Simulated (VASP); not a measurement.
# BaAg2F6 (P1) in VASP: notebook

The runs below take BaAg2F6 through single point, with PBE.

Everything below comes from runs of VASP 6.6.1. Logs are shortened: lines on timing, memory, paths and dates and some standing lists are left out, and cuts for length are marked.

### 1 The cell of the first run

The typed cell holds 9 atoms: a = 6.077 Å, b = 6.149 Å, c = 6.180 Å, α = 60.65°, β = 60.58°, γ = 59.87°.

### 2 Single point, PBE

Input file INCAR:

```
SYSTEM = BaAg2F6
  PREC = Accurate
  ENCUT = 520
  EDIFF = 1E-6
  ISMEAR = 0
  SIGMA = 0.2
  LREAL = .FALSE.
  LASPH = .TRUE.
  NELM = 80
  ALGO = Normal
  ISIF = 2
  LWAVE = .FALSE.
  LCHARG = .TRUE.
  GGA = PE
  LELF = .TRUE.
  LVHAR = .TRUE.
  NBANDS = 47
```

Input file KPOINTS:

```
Automatic mesh
0
G
  4 4 4
  0 0 0
```

Input file POSCAR:

```
BaAg2F6
1.0
    0.0157433905      4.2783076076      4.3156084461
    4.3407579197     -0.0255350052      4.3554434695
    4.3801604057      4.3595057190     -0.0634090644
Ba Ag F
1 2 6
Direct
    0.4911716881      0.5181926848      0.4821204806
    0.7496263195      0.7486856086      0.7507656417
    0.2505793743      0.2508961516      0.2507478626
    0.0304008314      0.9478262482      0.5666610498
    0.4917050427      0.5293792325      0.9024264112
   -0.0516823764      0.4516782013      1.0684678077
    0.4815583327     -0.0421253455      1.0482858073
    0.5278615709      0.0728079798      0.4581258617
    0.0287792169      0.5226592388      0.4723990776
```

Potentials or basis: VASP PAW PBE potentials, release 64 (Ba_sv, Ag, F).

Command:

```bash
> cat potpaw_PBE.64/Ba_sv/POTCAR potpaw_PBE.64/Ag/POTCAR potpaw_PBE.64/F/POTCAR > POTCAR
> mpirun -np 1 vasp_std > vasp.out
```

OUTCAR:

```text
SYSTEM = BaAg2F6
   PREC = Accurate
   ENCUT = 520
   EDIFF = 1E-6
   ISMEAR = 0
   LREAL = .FALSE.
   LASPH = .TRUE.
   NELM = 80
   ISIF = 2
   GGA = PE

 ion  position               nearest neighbor table
   1  0.491  0.518  0.482-   5 2.63   8 2.71   6 2.71   7 2.72   4 2.75   9 2.83   9 3.25   3 3.69
                             2 3.69   3 3.70   2 3.73   3 3.77   2 3.79   2 3.87   3 3.92
   2  0.750  0.749  0.751-   4 2.13   5 2.14   9 2.21   7 2.23   8 2.29   6 2.29   1 3.69   1 3.73
                             1 3.79   1 3.87
   3  0.251  0.251  0.251-   6 2.14   8 2.14   9 2.16   7 2.17   4 2.33   5 2.35   1 3.69   1 3.70
                             1 3.77   1 3.92
   4  0.030  0.948  0.567-   2 2.13   3 2.33   1 2.75
   5  0.492  0.529  0.902-   2 2.14   3 2.35   1 2.63
   6  0.948  0.452  0.068-   3 2.14   2 2.29   1 2.71
   7  0.482  0.958  0.048-   3 2.17   2 2.23   1 2.72
   8  0.528  0.073  0.458-   3 2.14   2 2.29   1 2.71
   9  0.029  0.523  0.472-   3 2.16   2 2.21   1 2.83   1 3.25

  Warning from LATTYP: Got some problem with cell dimensions!
  Tried to take original basis but could not verify dimensions!
  LATTYP: Found a triclinic cell.
 ALAT       =    10.5908192226
 B/A-ratio  =     0.5761284062
 C/A-ratio  =     0.5835450127
 COS(alpha) =     0.0047495774
 COS(beta)  =     0.3044539597
 COS(gamma) =     0.8601237823

  Lattice vectors:

 A1 = (  -8.6894315444,   4.2226445014,   4.3391824871)
 A2 = (  -4.3250145292,   4.3038426128,  -0.0398350234)
 A3 = (  -4.3801604057,  -4.3595057190,   0.0634090644)

Analysis of symmetry for initial positions (statically):
=====================================================================
 Subroutine PRICEL returns:
 Original cell was already a primitive cell.

 Routine SETGRP: Setting up the symmetry group for a
 triclinic supercell.

 Subroutine GETGRP returns: Found  1 space group operations
 (whereof  1 operations were pure point group operations)
 out of a pool of  2 trial point group operations.

The static configuration has the point symmetry C_1 .

Analysis of symmetry for dynamics (positions and initial velocities):
=====================================================================
 Subroutine PRICEL returns:
 Original cell was already a primitive cell.

 Routine SETGRP: Setting up the symmetry group for a
 triclinic supercell.

 Subroutine GETGRP returns: Found  1 space group operations
 (whereof  1 operations were pure point group operations)
 out of a pool of  2 trial point group operations.

The dynamic configuration has the point symmetry C_1 .

 Subroutine INISYM returns: Found  1 space group operations
 (whereof  1 operations are pure point group operations),
 and found     1 'primitive' translations

----------------------------------------------------------------------------------------

                                     Primitive cell

  volume of cell :     164.6476

  direct lattice vectors                    reciprocal lattice vectors
     0.015743390  4.278307608  4.315608446    -0.115312698  0.117540625  0.115613005
     4.340757920 -0.025535005  4.355443469     0.115915450 -0.114815236  0.113399999
     4.380160406  4.359505719 -0.063409064     0.113843891  0.113359925 -0.112795432

  length of vectors
     6.076893952  6.149204759  6.180219737     0.201194393  0.198691947  0.196300060

  position of ions in fractional coordinates (direct lattice)
     0.491171688  0.518192685  0.482120481
     0.749626320  0.748685609  0.750765642
     0.250579374  0.250896152  0.250747863
     0.030400831  0.947826248  0.566661050
     0.491705043  0.529379232  0.902426411
     0.948317624  0.451678201  0.068467808
     0.481558333  0.957874655  0.048285807
     0.527861571  0.072807980  0.458125862
     0.028779217  0.522659239  0.472399078

  ion indices of the primitive-cell ions
   primitive index   ion index
                 1           1
                 2           2
                 3           3
                 4           4
                 5           5
                 6           6
                 7           7
                 8           8
                 9           9

----------------------------------------------------------------------------------------

 KPOINTS: Automatic mesh

Automatic generation of k-mesh.
 Grid dimensions read from file:
 generate k-points for:    4    4    4

 Generating k-lattice:

  Cartesian coordinates                     Fractional coordinates (reciprocal lattice)
    -0.028828175  0.029385156  0.028903251     0.250000000  0.000000000 -0.000000000
     0.028978862 -0.028703809  0.028350000     0.000000000  0.250000000 -0.000000000
     0.028460973  0.028339981 -0.028198858     0.000000000  0.000000000  0.250000000

  Length of vectors
     0.050298598  0.049672987  0.049075015

  Shift w.r.t. Gamma in fractional coordinates (k-lattice)
     0.000000000  0.000000000  0.000000000

 Subroutine IBZKPT returns following result:
 ===========================================

 Found     36 irreducible k-points:

 Following reciprocal coordinates:
            Coordinates               Weight
  0.000000  0.000000  0.000000      1.000000
  0.250000  0.000000 -0.000000      2.000000
  0.500000  0.000000 -0.000000      1.000000
  0.000000  0.250000  0.000000      2.000000
  0.250000  0.250000 -0.000000      2.000000
  0.500000  0.250000 -0.000000      2.000000
[... 16 lines left out ...]
  0.000000 -0.250000  0.250000      2.000000
  0.250000 -0.250000  0.250000      2.000000
 [... further k-points ...]
   k-points           NKPTS =     36   k-points in BZ     NKDIM =     36   number of bands    NBANDS=     47
   number of dos      NEDOS =    301   number of ions     NIONS =      9
   total plane-waves  NPLWV = 110592
   dimension x,y,z NGX =    48 NGY =   48 NGZ =   48
   dimension x,y,z NGXF=    96 NGYF=   96 NGZF=   96
   ions per type =               1   2   6
   NGX,Y,Z   is equivalent  to a cutoff of  13.13, 12.98, 12.91 a.u.
   NGXF,Y,Z  is equivalent  to a cutoff of  26.26, 25.95, 25.82 a.u.
 SYSTEM =  BaAg2F6
   PREC   = accura    normal or accurate (medium, high low for compatibility)
   ISTART =      0    job   : 0-new  1-cont  2-samecut
   ICHARG =      2    charge: 1-file 2-atom 10-const
   ISPIN  =      1    spin polarized calculation?
   LNONCOLLINEAR =      F non collinear calculations
   LSORBIT =      F    spin-orbit coupling
   LASPH  =      T    aspherical Exc in radial PAW
   ENCUT  =  520.0 eV  38.22 Ry    6.18 a.u.  11.30 11.43 11.49*2*pi/ulx,y,z
   NELM   =     80;   NELMIN=  2; NELMDL= -5     # of ELM steps
   EDIFF  = 0.1E-05   stopping-criterion for ELM
   LREAL  =      F    real-space projection
   EDIFFG = 0.1E-04   stopping-criterion for IOM
   NSW    =      0    number of steps for IOM
   IBRION =     -1    ionic relax: 0-MD 1-quasi-New 2-CG
   NFREE  =      0    steps in history (QN), initial steepest desc. (CG)
   ISIF   =      2    stress and relaxation
   ISYM   =      2    0-nonsym 1-usesym 2-fastsym
   POTIM  = 0.5000    time-step for ionic-motion
   TEBEG  =    0.0;   TEEND  =   0.0 temperature during run
   PSTRESS=    0.0 pullay stress
   NELECT =      74.0000    total number of electrons
   NUPDOWN=      -1.0000    fix difference up-down
   EMIN   =  10.00;   EMAX   =-10.00  energy-range for DOS
   EFERMI =   0.00;   METHOD = LEGACY
   ISMEAR =     0;   SIGMA  =   0.20  broadening in eV -4-tet -1-fermi 0-gaus
   EFERMI_NEDOS =   21; number of points for ismear=-14 and -15
   IALGO  =     38    algorithm
   IMIX   =      4    mixing-type and parameters
     AMIX     =   0.40;   BMIX     =  1.00
     AMIX_MAG =   1.60;   BMIX_MAG =  1.00
  volume/ion in A,a.u.               =      18.29       123.46
  Fermi-wavevector in a.u.,A,eV,Ry     =   1.254008  2.369731 21.395646  1.572536
  Thomas-Fermi vector in A             =   2.387833
   LORBIT       =      0    0 simple, 1 ext, 2 COOP (PROOUT), +10 PAW based schemes
   GGA     = PE    functional components
   LHFCALC =     F    Hartree Fock is set to
   AEXX    =    0.0000 exact exchange contribution
   IVDW    =     0    specifies the selected vdW correction
   LEPSILON=     F    determine dielectric tensor
   LRPA    =     F    only Hartree local field effects (RPA)
 non-spin polarized calculation
 Gauss-broadening in eV      SIGMA  =   0.20
  energy-cutoff  :      520.00
  volume of cell :      164.65
 maximum number of plane-waves:      4469
 NGX is ok and might be reduce to    48
   NGX = 23   NGY = 23   NGZ = 23

 number of electron      73.9999989 magnetization

 Free energy of the ion-electron system (eV)
  ---------------------------------------------------
  ext. energy  EPLUGINS =         0.00000000
  ---------------------------------------------------
  free energy    TOTEN  =       -36.46239966 eV

  energy without entropy =      -36.41837143  energy(sigma->0) =      -36.44038554

 E-fermi :  -0.0104     XC(G=0):  -8.6393

 val. band max:       -0.1258496408   @ k =   0.5000  -0.2500   0.2500
 cond. band min:       0.0264315473   @ k =   0.5000  -0.2500   0.2500
 fundamental gap:      0.1522811880
 Fermi energy:        -0.0103587582

 k-point     1 :       0.0000    0.0000    0.0000
  band No.  band energies     occupation
      1     -25.7627      2.00000
      2     -21.9018      2.00000
      3     -21.7466      2.00000
      4     -21.6912      2.00000
      5     -21.6423      2.00000
      6     -21.6087      2.00000
[... 39 lines left out ...]
     46       9.2294      0.00000
     47      10.6285      0.00000

 k-point     2 :       0.2500    0.0000   -0.0000
  band No.  band energies     occupation
      1     -25.7581      2.00000
      2     -21.8958      2.00000
      3     -21.7486      2.00000
      4     -21.6979      2.00000
      5     -21.6588      2.00000
      6     -21.6051      2.00000
[... 39 lines left out ...]
     46       9.0392      0.00000
     47       9.6473      0.00000

 k-point     3 :       0.5000    0.0000   -0.0000
  band No.  band energies     occupation
      1     -25.7535      2.00000
      2     -21.8856      2.00000
      3     -21.7542      2.00000
      4     -21.7043      2.00000
      5     -21.6793      2.00000
      6     -21.6050      2.00000
[... 39 lines left out ...]
     46       8.8137      0.00000
     47       9.6564      0.00000

 k-point     4 :       0.0000    0.2500    0.0000
  band No.  band energies     occupation
      1     -25.7587      2.00000
      2     -21.8870      2.00000
      3     -21.7653      2.00000
      4     -21.6945      2.00000
      5     -21.6555      2.00000
      6     -21.6014      2.00000
[... 939 lines left out ...]
     46       7.9187      0.00000
     47       8.5849      0.00000

 k-point    23 :       0.0000   -0.2500    0.2500
  band No.  band energies     occupation
      1     -25.7549      2.00000
      2     -21.8861      2.00000
      3     -21.7524      2.00000
      4     -21.7358      2.00000
      5     -21.6514      2.00000
      6     -21.5894      2.00000
[... 39 lines left out ...]
     46       8.5178      0.00000
     47       9.0132      0.00000

 k-point    24 :       0.2500   -0.2500    0.2500
  band No.  band energies     occupation
      1     -25.7528      2.00000
      2     -21.8797      2.00000
      3     -21.7852      2.00000
      4     -21.7100      2.00000
      5     -21.6536      2.00000
      6     -21.5966      2.00000
[... 39 lines left out ...]
     46       8.6077      0.00000
     47       9.0730      0.00000

 [... further k-points ...]
[... 5 lines left out ...]
  --------------------------------------------------------------------------------------
  -------------------------------------------------------------------------------------
  Total        0.2195769      0.0983661     -0.1014048     -0.0208792      0.0095972      0.0289364
  in kB        2.1366910      0.9571952     -0.9867645     -0.2031742      0.0933902      0.2815782
  external PRESSURE =       0.7023739 kB  Pullay stress =       0.0000000 kB

 VOLUME and BASIS-vectors are now :
 -----------------------------------------------------------------------------
  energy-cutoff  :      520.00
  volume of cell :      164.65
      direct lattice vectors                 reciprocal lattice vectors
     0.015743390  4.278307608  4.315608446    -0.115312698  0.117540625  0.115613005
     4.340757920 -0.025535005  4.355443469     0.115915450 -0.114815236  0.113399999
     4.380160406  4.359505719 -0.063409064     0.113843891  0.113359925 -0.112795432

 POSITION                                       TOTAL-FORCE (eV/Angst)
 -----------------------------------------------------------------------------------
      4.36885      4.18996      4.34609        -0.023766      0.023188     -0.017270
      6.55014      6.46098      6.44835         0.019563     -0.003229     -0.020234
      2.19134      2.15879      2.15827        -0.021375     -0.003707      0.003658
      6.59683      2.57622      4.22347         0.035995     -0.032972      0.002813
      6.25842      6.02428      4.37047         0.063286      0.065971      0.009047
      2.27546      4.34415      6.05548        -0.046649      0.000015      0.037492
      4.37698      2.24630      6.24712         0.000128     -0.042600      0.044471
      2.33102      4.25370      2.56611        -0.033933      0.008267     -0.039355
      4.33837      2.16921      2.37066         0.006751     -0.014933     -0.020622
 -----------------------------------------------------------------------------------
    total drift:                               -0.000381     -0.000585     -0.000040

  FREE ENERGIE OF THE ION-ELECTRON SYSTEM (eV)
  ---------------------------------------------------
  free  energy   TOTEN  =       -36.4623996559 eV

  energy  without entropy=      -36.4183714335  energy(sigma->0) =      -36.44038554
```

Run time: 2.9 min. Hardware: 1 thread of Intel Xeon 6975P-C (Granite Rapids), shared host; peak memory 0.46 GiB.

Results:

```
Free energy            : -36.4624 eV
Pressure               : 0.1 GPa
Largest force          : 0.092 eV/Å
Band gap on the k mesh : zero (band 37 reaches 0.42 eV, above the bottom of band 38 at -0.36 eV)
```

Forces in eV/Å, atoms in the order of the input:
```
Ba  -0.024  0.023 -0.017
Ag   0.020 -0.003 -0.020
Ag  -0.021 -0.004  0.004
F    0.036 -0.033  0.003
F    0.063  0.066  0.009
F   -0.047  0.000  0.037
F    0.000 -0.043  0.044
F   -0.034  0.008 -0.039
F    0.007 -0.015 -0.021
```

Caveat: spin-orbit coupling is left out, which moves the levels of the heavy elements.

[end of part 1 of 2]
